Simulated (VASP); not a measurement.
The system is HfN.

```
CELL_PARAMETERS angstrom
0.00000 2.42164 2.42164
2.42164 0.00000 2.42164
2.42164 2.42164 0.00000
ATOMIC_POSITIONS crystal
Hf 0.00000 0.00000 0.00000
N 0.25000 0.25000 0.25000
```

Base run:

* Program: VASP 6.6.1
* Functional: PBE
* Potentials or basis: VASP PAW PBE potentials, release 64 (Hf_pv, N)
* Cutoff: 520 eV
* k mesh: 9 × 9 × 9
* Occupations: fermi-dirac, width 0.05 eV
* Spin: no spin polarisation

Its results: pressure 8.2 GPa.

**Question.** After a change of settings the same cell gave: pressure 2.2 GPa. Which change was it?
A. functional from PBE to r2SCAN
B. functional from PBE to LDA; potentials or basis from VASP PAW PBE potentials, release 64 (Hf_pv, N) to VASP PAW LDA potentials, release 64 (Hf_pv, N)
C. functional from PBE to PBEsol

**Answer.** C.

PBEsol binds more tightly than PBE, so the same cell stands under less pressure.

Caveats: the PAW data sets were made with another functional, which shifts forces and pressure a little (some runs).
